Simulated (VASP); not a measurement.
WSe: single point with PBE+U

The system is WSe.

```
W Se
1.0
     0.00000    3.12339    3.12339
     3.12339    0.00000    3.12339
     3.12339    3.12339    0.00000
W Se
1 1
Direct
  0.00000 0.00000 0.00000
  0.25000 0.25000 0.25000
```

- Program: VASP 6.6.1
- Task: single point
- Functional: PBE
- Potentials or basis: VASP PAW PBE potentials, release 64 (W_sv, Se)
- Cutoff: 520 eV
- k mesh: 12 × 12 × 12
- Occupations: gaussian, width 0.1 eV
- Spin: collinear spin
- Starting moments: [2.5, 0.0] μB
- Hubbard terms: W d U = 6.2 eV

```json
{
 "Pressure": "-1.7 GPa",
 "Band gap on the k mesh": "zero (filled and empty bands overlap)",
 "Net moment": "4.00 μB per cell",
 "Site moments": "W +3.24; Se -0.20 μB",
 "Valence electrons inside the program's atomic spheres": "W 11.78; Se 3.84"
}
```

Levels at points of the mesh, in eV from the Fermi level:
Spin up:
```tsv
k point	band 10	band 11	band 12	band 13	band 14	band 15
(0.00, 0.00, 0.00)	-2.68	-1.33	2.01	2.01	2.01	5.15
(0.50, 0.00, 0.00)	-2.34	-1.63	0.43	0.43	1.22	5.59
(0.50, 0.50, 0.00)	-2.31	-2.27	-0.81	-0.81	3.31	3.95
```
Spin down:
```csv
k point,band 6,band 7,band 8,band 9,band 10,band 11
"(0.00, 0.00, 0.00)",-3.60,-3.60,-3.60,0.15,2.97,2.97
"(0.50, 0.00, 0.00)",-5.14,-3.52,-3.52,1.88,3.05,3.05
"(0.50, 0.50, 0.00)",-5.24,-3.57,-3.57,0.81,1.69,3.74
```

Eigenvalues of the final occupation matrices:
| site | spin | trace | eigenvalues |
| --- | --- | --- | --- |
| site 1 d | 1 | 3.28 | 0.59 0.59 0.59 0.75 0.75 |
| site 1 d | 2 | 0.16 | 0.01 0.01 0.04 0.04 0.04 |

Run time: 84 s on 1 thread of Intel(R) Xeon(R) 6975P-C (Granite Rapids), on a shared host, peak memory 0.34 GiB.

Caveat: spin-orbit coupling is left out, which moves the levels of the heavy elements.
